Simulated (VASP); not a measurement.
A run of VASP 6.6.1 is set up as follows.

Contents of INCAR:

```
SYSTEM = As
PREC = Accurate
ENCUT = 520
EDIFF = 1E-6
ISMEAR = 0
SIGMA = 0.15
LREAL = .FALSE.
LASPH = .TRUE.
NELM = 60
ALGO = Normal
ISIF = 2
LWAVE = .FALSE.
LCHARG = .FALSE.
GGA = PS
NBANDS = 12
```

Contents of KPOINTS:

```
Automatic mesh
0
G
  18 18 18
  0 0 0
```

POSCAR

```
As
1.0
    1.8797494575      1.0852738553      3.3811969000
   -1.8797494575      1.0852738553      3.3811969000
    0.0000000000     -2.1705477106      3.3811969000
As
2
Direct
    0.2275400000      0.2275400000      0.2275400000
    0.7724600000      0.7724600000      0.7724600000
```

Potentials or basis: VASP PAW PBE potentials, release 64 (As).

Command:

```console
$ cat potpaw_PBE.64/As/POTCAR > POTCAR
$ mpirun -np 1 vasp_std > vasp.out
```

Task: Estimate the band gap on the k mesh.

Result: Zero (bands 5 and 6 overlap by 0.34 eV).

Task: Predict the largest force.

Result: 0.508 eV/Å.

Task: Predict the pressure.

Result: 2.6 GPa.

Stress tensor (GPa, compression positive):
```
2.68 0.00 0.00
0.00 2.68 0.00
0.00 0.00 2.38
```

Caveat: the cell differs from its parent crystal (strain +0.000 along x and y, -0.030 along z); the PAW data sets were made with another functional, which shifts forces and pressure a little.
